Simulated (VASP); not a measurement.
Here is a VASP 6.6.1 calculation.

INCAR

```
ALGO     = Normal         # electronic algorithm
EDIFF    = 1E-6           # SCF threshold, eV
ENCUT    = 520            # plane-wave cutoff, eV
GGA      = CA             # functional
ISIF     = 2              # what is computed and relaxed
ISMEAR   = 0              # smearing method
LASPH    = T              # aspherical terms in the spheres
LCHARG   = T              # write CHGCAR
LELF     = T              # ELF
LREAL    = F              # projectors in reciprocal space
LVHAR    = T            
LWAVE    = F              # write WAVECAR
NBANDS   = 20             # bands
NELM     = 100            # most SCF steps
PREC     = Accurate       # precision mode
SIGMA    = 0.05           # smearing width, eV
```

File KPOINTS:

```
k-points
0
Gamma
  12 12 4
```

Contents of POSCAR:

```
Al2O3
1.0
    3.0588230585      0.0000000000      0.0000000000
   -1.5294115292      2.6490184743      0.0000000000
    0.0000000000      0.0000000000      7.3712745933
Al O
2 3
Direct
    0.0000000000      0.0000000000      0.2779510000
    0.0000000000      0.0000000000      0.7220490000
    0.3333333333      0.6666666667      0.1994540000
    0.6666666667      0.3333333333      0.8005460000
    0.0000000000      0.0000000000      0.5000000000
```

Potentials or basis: VASP PAW LDA potentials, release 64 (Al, O).

Command:

```console
$ cat potpaw_LDA.64/Al/POTCAR potpaw_LDA.64/O/POTCAR > POTCAR
$ mpirun -np 1 vasp_std > vasp.out
```

(1) Estimate the band gap on the k mesh.

(2) Predict the pressure.

Results:

(1) 2.59 eV, direct.

(2) -6.0 GPa.

Caveat: forces of over 1 eV/Å act on the atoms, so gaps and moduli don't describe the material at rest.
